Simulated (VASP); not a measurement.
# AlCo (Pm-3m) in VASP: a series of runs

Runs on AlCo. Level: PBE. Tasks: single point.

Program: VASP 6.6.1. These are calculated values, not measurements. Logs are shortened: lines on timing, memory, paths and dates and some standing lists are left out, and cuts for length are marked.

## (1) The cell of the first run

It takes space group Pm-3m (No. 221, cubic). Conventional cell: a = 2.762 Å, b = 2.762 Å, c = 2.762 Å, α = 90.00°, β = 90.00°, γ = 90.00°. Within 3.2 Å of Co (site symmetry m-3m) lie 8 Al at 2.39 Å and 6 Co at 2.76 Å. Within 3.2 Å of Al (site symmetry m-3m) lie 8 Co at 2.39 Å and 6 Al at 2.76 Å.

## (2) Single point, PBE, collinear spin, ferromagnetic start

Contents of INCAR:

```
ALGO = Normal
EDIFF = 1E-6
ENCUT = 520
GGA = PE
ISIF = 2
ISMEAR = -1
ISPIN = 2
LASPH = T
LCHARG = T
LELF = T
LMAXMIX = 4
LORBIT = 11
LREAL = F
LVHAR = T
LWAVE = F
MAGMOM = 2 0
NBANDS = 17
NELM = 150
PREC = Accurate
SIGMA = 0.05
```

Contents of KPOINTS:

```
k-points
0
Gamma
  9 9 9
```

Contents of POSCAR:

```
AlCo
1.0
    2.7618482194      0.0000000000      0.0000000000
    0.0000000000      2.7618482194      0.0000000000
    0.0000000000      0.0000000000      2.7618482194
Co Al
1 1
Direct
    0.5000000000      0.5000000000      0.5000000000
    0.0000000000      0.0000000000      0.0000000000
```

Potentials or basis: VASP PAW PBE potentials, release 64 (Co, Al).

Launch:

```sh
$ cat potpaw_PBE.64/Co/POTCAR potpaw_PBE.64/Al/POTCAR > POTCAR
$ mpirun -np 1 vasp_std > vasp.out
```

OUTCAR:

```text
EDIFF = 1E-6
   ENCUT = 520
   GGA = PE
   ISIF = 2
   ISMEAR = -1
   ISPIN = 2
   LASPH = T
   LORBIT = 11
   LREAL = F
   NELM = 150
   PREC = Accurate

 ion  position               nearest neighbor table
   1  0.500  0.500  0.500-   2 2.39   2 2.39   2 2.39   2 2.39   2 2.39   2 2.39   2 2.39   2 2.39

   2  0.000  0.000  0.000-   1 2.39   1 2.39   1 2.39   1 2.39   1 2.39   1 2.39   1 2.39   1 2.39

  LATTYP: Found a simple cubic cell.
 ALAT       =     2.7618482194

  Lattice vectors:

 A1 = (   2.7618482194,   0.0000000000,   0.0000000000)
 A2 = (   0.0000000000,   2.7618482194,   0.0000000000)
 A3 = (   0.0000000000,   0.0000000000,   2.7618482194)

Analysis of symmetry for initial positions (statically):
=====================================================================
 Subroutine PRICEL returns:
 Original cell was already a primitive cell.

 Routine SETGRP: Setting up the symmetry group for a
 simple cubic supercell.

 Subroutine GETGRP returns: Found 48 space group operations
 (whereof 48 operations were pure point group operations)
 out of a pool of 48 trial point group operations.

The static configuration has the point symmetry O_h .

Analysis of symmetry for dynamics (positions and initial velocities):
=====================================================================
 Subroutine PRICEL returns:
 Original cell was already a primitive cell.

 Routine SETGRP: Setting up the symmetry group for a
 simple cubic supercell.

 Subroutine GETGRP returns: Found 48 space group operations
 (whereof 48 operations were pure point group operations)
 out of a pool of 48 trial point group operations.

The dynamic configuration has the point symmetry O_h .

Analysis of structural, dynamic, and magnetic symmetry:
=====================================================================
 Subroutine PRICEL returns:
 Original cell was already a primitive cell.

 Routine SETGRP: Setting up the symmetry group for a
 simple cubic supercell.

 Subroutine GETGRP returns: Found 48 space group operations
 (whereof 48 operations were pure point group operations)
 out of a pool of 48 trial point group operations.

The overall configuration has the point symmetry O_h .

 Subroutine INISYM returns: Found 48 space group operations
 (whereof 48 operations are pure point group operations),
 and found     1 'primitive' translations

----------------------------------------------------------------------------------------

                                     Primitive cell

  volume of cell :      21.0668

  direct lattice vectors                    reciprocal lattice vectors
     2.761848219  0.000000000  0.000000000     0.362076378  0.000000000  0.000000000
     0.000000000  2.761848219  0.000000000     0.000000000  0.362076378  0.000000000
     0.000000000  0.000000000  2.761848219     0.000000000  0.000000000  0.362076378

  length of vectors
     2.761848219  2.761848219  2.761848219     0.362076378  0.362076378  0.362076378

  position of ions in fractional coordinates (direct lattice)
     0.500000000  0.500000000  0.500000000
     0.000000000  0.000000000  0.000000000

  ion indices of the primitive-cell ions
   primitive index   ion index
                 1           1
                 2           2

----------------------------------------------------------------------------------------

 KPOINTS: k-points

Automatic generation of k-mesh.
 Grid dimensions read from file:
 generate k-points for:    9    9    9

 Generating k-lattice:

  Cartesian coordinates                     Fractional coordinates (reciprocal lattice)
     0.040230709  0.000000000  0.000000000     0.111111111  0.000000000  0.000000000
     0.000000000  0.040230709  0.000000000     0.000000000  0.111111111  0.000000000
     0.000000000  0.000000000  0.040230709     0.000000000  0.000000000  0.111111111

  Length of vectors
     0.040230709  0.040230709  0.040230709

  Shift w.r.t. Gamma in fractional coordinates (k-lattice)
     0.000000000  0.000000000  0.000000000

 Subroutine IBZKPT returns following result:
 ===========================================

 Found     35 irreducible k-points:

 Following reciprocal coordinates:
            Coordinates               Weight
  0.000000  0.000000  0.000000      1.000000
  0.111111  0.000000  0.000000      6.000000
  0.222222  0.000000  0.000000      6.000000
  0.333333  0.000000  0.000000      6.000000
  0.444444  0.000000  0.000000      6.000000
  0.111111  0.111111  0.000000     12.000000
[... 16 lines left out ...]
  0.333333  0.333333  0.111111     24.000000
  0.444444  0.333333  0.111111     48.000000
 [... further k-points ...]
   k-points           NKPTS =     35   k-points in BZ     NKDIM =     35   number of bands    NBANDS=     17
   number of dos      NEDOS =    301   number of ions     NIONS =      2
   total plane-waves  NPLWV =  13824
   dimension x,y,z NGX =    24 NGY =   24 NGZ =   24
   dimension x,y,z NGXF=    48 NGYF=   48 NGZF=   48
   ions per type =               1   1
   NGX,Y,Z   is equivalent  to a cutoff of  14.45, 14.45, 14.45 a.u.
   NGXF,Y,Z  is equivalent  to a cutoff of  28.89, 28.89, 28.89 a.u.
 SYSTEM =  unknown system
   PREC   = accura    normal or accurate (medium, high low for compatibility)
   ISTART =      0    job   : 0-new  1-cont  2-samecut
   ICHARG =      2    charge: 1-file 2-atom 10-const
   ISPIN  =      2    spin polarized calculation?
   LNONCOLLINEAR =      F non collinear calculations
   LSORBIT =      F    spin-orbit coupling
   LASPH  =      T    aspherical Exc in radial PAW
   ENCUT  =  520.0 eV  38.22 Ry    6.18 a.u.   5.14  5.14  5.14*2*pi/ulx,y,z
   NELM   =    150;   NELMIN=  2; NELMDL= -5     # of ELM steps
   EDIFF  = 0.1E-05   stopping-criterion for ELM
   LREAL  =      F    real-space projection
   EDIFFG = 0.1E-04   stopping-criterion for IOM
   NSW    =      0    number of steps for IOM
   IBRION =     -1    ionic relax: 0-MD 1-quasi-New 2-CG
   NFREE  =      0    steps in history (QN), initial steepest desc. (CG)
   ISIF   =      2    stress and relaxation
   ISYM   =      2    0-nonsym 1-usesym 2-fastsym
   POTIM  = 0.5000    time-step for ionic-motion
   TEBEG  =    0.0;   TEEND  =   0.0 temperature during run
   PSTRESS=    0.0 pullay stress
   NELECT =      12.0000    total number of electrons
   NUPDOWN=      -1.0000    fix difference up-down
   EMIN   =  10.00;   EMAX   =-10.00  energy-range for DOS
   EFERMI =   0.00;   METHOD = LEGACY
   ISMEAR =    -1;   SIGMA  =   0.05  broadening in eV -4-tet -1-fermi 0-gaus
   EFERMI_NEDOS =   21; number of points for ismear=-14 and -15
   IALGO  =     38    algorithm
   IMIX   =      4    mixing-type and parameters
     AMIX     =   0.40;   BMIX     =  1.00
     AMIX_MAG =   1.60;   BMIX_MAG =  1.00
  volume/ion in A,a.u.               =      10.53        71.08
  Fermi-wavevector in a.u.,A,eV,Ry     =   1.357070  2.564490 25.057003  1.841638
  Thomas-Fermi vector in A             =   2.484019
   LORBIT       =     11    0 simple, 1 ext, 2 COOP (PROOUT), +10 PAW based schemes
   GGA     = PE    functional components
   LHFCALC =     F    Hartree Fock is set to
   AEXX    =    0.0000 exact exchange contribution
   IVDW    =     0    specifies the selected vdW correction
   LEPSILON=     F    determine dielectric tensor
   LRPA    =     F    only Hartree local field effects (RPA)
 spin polarized calculation
  energy-cutoff  :      520.00
  volume of cell :       21.07
 maximum number of plane-waves:       587
 NGX is ok and might be reduce to    24
   NGX = 11   NGY = 11   NGZ = 11

 number of electron      12.0000002 magnetization      -0.0001222

 number of electron      12.0000002 magnetization       0.0002343

 Free energy of the ion-electron system (eV)
  ---------------------------------------------------
  ext. energy  EPLUGINS =         0.00000000
  ---------------------------------------------------
  free energy    TOTEN  =       -11.86676315 eV

  energy without entropy =      -11.86315533  energy(sigma->0) =      -11.86495924

 E-fermi :  11.9038     XC(G=0): -12.7314

 val. band max:       11.8452686515   @ k =   0.4444   0.4444   0.1111
 cond. band min:      12.0372452420   @ k =   0.4444   0.3333   0.0000
 fundamental gap:      0.1919765905
 Fermi energy:        11.9037993889

 spin component 1

 k-point     1 :       0.0000    0.0000    0.0000
  band No.  band energies     occupation
      1       0.1661      1.00000
      2       8.4878      1.00000
      3       8.4878      1.00000
      4      10.9402      1.00000
      5      10.9402      1.00000
      6      10.9402      1.00000
[... 9 lines left out ...]
     16      36.5288      0.00000
     17      36.5288      0.00000

 k-point     2 :       0.1111    0.0000    0.0000
  band No.  band energies     occupation
      1       0.4161      1.00000
      2       8.4642      1.00000
      3       8.5611      1.00000
      4      10.8032      1.00000
      5      10.8032      1.00000
      6      10.9552      1.00000
[... 9 lines left out ...]
     16      34.6880      0.00000
     17      37.2966      0.00000

 k-point     3 :       0.2222    0.0000    0.0000
  band No.  band energies     occupation
      1       1.1541      1.00000
      2       8.2212      1.00000
      3       8.7540      1.00000
      4      10.4873      1.00000
      5      10.4873      1.00000
      6      10.9934      1.00000
[... 392 lines left out ...]
 k-point    23 :       0.3333    0.3333    0.1111
  band No.  band energies     occupation
      1       4.4406      1.00000
      2       8.0295      1.00000
      3       8.6827      1.00000
      4       9.7289      1.00000
      5      10.2697      1.00000
      6      10.3631      1.00000
[... 9 lines left out ...]
     16      34.1659      0.00000
     17      35.4066      0.00000

 k-point    24 :       0.4444    0.3333    0.1111
  band No.  band energies     occupation
      1       5.5801      1.00000
      2       7.2874      1.00000
      3       8.8801      1.00000
      4       9.5463      1.00000
      5      10.3681      1.00000
      6      10.5184      1.00000
[... 9 lines left out ...]
     16      34.7599      0.00000
     17      36.2946      0.00000

 [... further k-points ...]

 spin component 2

 k-point     1 :       0.0000    0.0000    0.0000
  band No.  band energies     occupation
      1       0.1659      1.00000
      2       8.4883      1.00000
      3       8.4883      1.00000
      4      10.9403      1.00000
      5      10.9403      1.00000
      6      10.9403      1.00000
[... 9 lines left out ...]
     16      36.5286      0.00000
     17      36.5286      0.00000

 k-point     2 :       0.1111    0.0000    0.0000
  band No.  band energies     occupation
      1       0.4160      1.00000
      2       8.4646      1.00000
      3       8.5616      1.00000
      4      10.8034      1.00000
      5      10.8034      1.00000
      6      10.9553      1.00000
[... 9 lines left out ...]
     16      34.6878      0.00000
     17      37.2967      0.00000

 k-point     3 :       0.2222    0.0000    0.0000
  band No.  band energies     occupation
      1       1.1540      1.00000
      2       8.2215      1.00000
      3       8.7544      1.00000
      4      10.4874      1.00000
      5      10.4874      1.00000
      6      10.9936      1.00000
[... 392 lines left out ...]
 k-point    23 :       0.3333    0.3333    0.1111
  band No.  band energies     occupation
      1       4.4404      1.00000
      2       8.0296      1.00000
      3       8.6828      1.00000
      4       9.7293      1.00000
      5      10.2698      1.00000
      6      10.3633      1.00000
[... 9 lines left out ...]
     16      34.1658      0.00000
     17      35.4065      0.00000

 k-point    24 :       0.4444    0.3333    0.1111
  band No.  band energies     occupation
      1       5.5800      1.00000
      2       7.2873      1.00000
      3       8.8801      1.00000
      4       9.5466      1.00000
      5      10.3683      1.00000
      6      10.5185      1.00000
[... 9 lines left out ...]
     16      34.7599      0.00000
     17      36.2946      0.00000

 [... further k-points ...]
[... 5 lines left out ...]
  --------------------------------------------------------------------------------------
  -------------------------------------------------------------------------------------
  Total        2.7751261      2.7751261      2.7751261     -0.0000000     -0.0000000      0.0000000
  in kB      211.0541452    211.0541452    211.0541452     -0.0000000     -0.0000000      0.0000000
  external PRESSURE =     211.0541452 kB  Pullay stress =       0.0000000 kB

 VOLUME and BASIS-vectors are now :
 -----------------------------------------------------------------------------
  energy-cutoff  :      520.00
  volume of cell :       21.07
      direct lattice vectors                 reciprocal lattice vectors
     2.761848219  0.000000000  0.000000000     0.362076378  0.000000000  0.000000000
     0.000000000  2.761848219  0.000000000     0.000000000  0.362076378  0.000000000
     0.000000000  0.000000000  2.761848219     0.000000000  0.000000000  0.362076378

 POSITION                                       TOTAL-FORCE (eV/Angst)
 -----------------------------------------------------------------------------------
      1.38092      1.38092      1.38092         0.000000      0.000000      0.000000
      0.00000      0.00000      0.00000         0.000000      0.000000      0.000000
 -----------------------------------------------------------------------------------
    total drift:                                0.000000     -0.000000     -0.000000

  FREE ENERGIE OF THE ION-ELECTRON SYSTEM (eV)
  ---------------------------------------------------
  free  energy   TOTEN  =       -11.8667631547 eV

  energy  without entropy=      -11.8631553322  energy(sigma->0) =      -11.86495924

 total charge

# of ion       s       p       d       tot
------------------------------------------
    1        0.472   0.590   7.583   8.645
    2        0.408   0.474   0.000   0.882
--------------------------------------------------
tot          0.880   1.064   7.583   9.527

 magnetization (x)

# of ion       s       p       d       tot
------------------------------------------
    1       -0.000  -0.000   0.000   0.000
    2       -0.000  -0.000   0.000  -0.000
--------------------------------------------------
tot         -0.000  -0.000   0.000   0.000
```

Run time: 9.8 s. Hardware: 1 thread of Intel Xeon 6975P-C (Granite Rapids), shared host; peak memory 0.15 GiB.

Results:

| Item | Value |
| --- | --- |
| Free energy | -11.8668 eV |
| Pressure | 21.1 GPa |
| Band gap on the k mesh | zero (filled and empty bands overlap) |
| Net moment | 0.00 μB per cell |
| Valence electrons inside the program's atomic spheres | Co 8.64; Al 0.88 |

Levels at points of the mesh, in eV from the Fermi level:
Spin up:
```
           k point  band 4  band 5  band 6  band 7  band 8  band 9
(0.00, 0.00, 0.00)   -0.96   -0.96   -0.96    6.46    6.46    6.46
```
Spin down:
```tsv
k point	band 4	band 5	band 6	band 7	band 8	band 9
(0.00, 0.00, 0.00)	-0.96	-0.96	-0.96	6.45	6.45	6.45
```

Caveat: the starting moments collapsed, and a magnetic state may lie lower.

[end of part 1 of 2]
